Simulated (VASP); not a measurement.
A run of VASP 6.6.1 is set up as follows.

Contents of POSCAR:

```
ZnSe
1.0
    0.0000000000      2.8167247235      2.8167247235
    2.8167247235      0.0000000000      2.8167247235
    2.8167247235      2.8167247235      0.0000000000
Zn Se
1 1
Direct
    0.0000000000      0.0000000000      0.0000000000
    0.2500000000      0.2500000000      0.2500000000
```

INCAR.step1

```
PREC = Accurate
ENCUT = 520
ISMEAR = 0
SIGMA = 0.02
LREAL = False
LASPH = True
NELM = 60
NBANDS = 16
GGA = PE
ALGO = Normal
EDIFF = 1E-4
LWAVE = True
LCHARG = False
```

Contents of INCAR.step2:

```
PREC = Accurate
ENCUT = 520
EDIFF = 1E-6
ISMEAR = 0
SIGMA = 0.02
LREAL = False
LASPH = True
NELM = 60
ALGO = Normal
ISIF = 2
LWAVE = False
LCHARG = True
METAGGA = R2SCAN
LMIXTAU = True
LELF = True
LVHAR = True
NBANDS = 16
ISTART = 1
```

The input KPOINTS:

```
regular mesh
0
Gamma
  8 8 8
```

Potentials or basis: VASP PAW PBE potentials, release 64 (Zn, Se).

The run is started by

```console
$ cat potpaw_PBE.64/Zn/POTCAR potpaw_PBE.64/Se/POTCAR > POTCAR
$ cp INCAR.step1 INCAR
$ mpirun -np 1 vasp_std > vasp.out
$ cp INCAR.step2 INCAR
$ mpirun -np 1 vasp_std > vasp.out
```

What does it give for the band gap on the k mesh?

1.95 eV, direct.

What does it give for the pressure?

1.3 GPa.

Caveat: the PAW data sets were made with another functional, which shifts forces and pressure a little. r2SCAN opens gaps a little over a GGA but as a rule still falls short of measured ones.
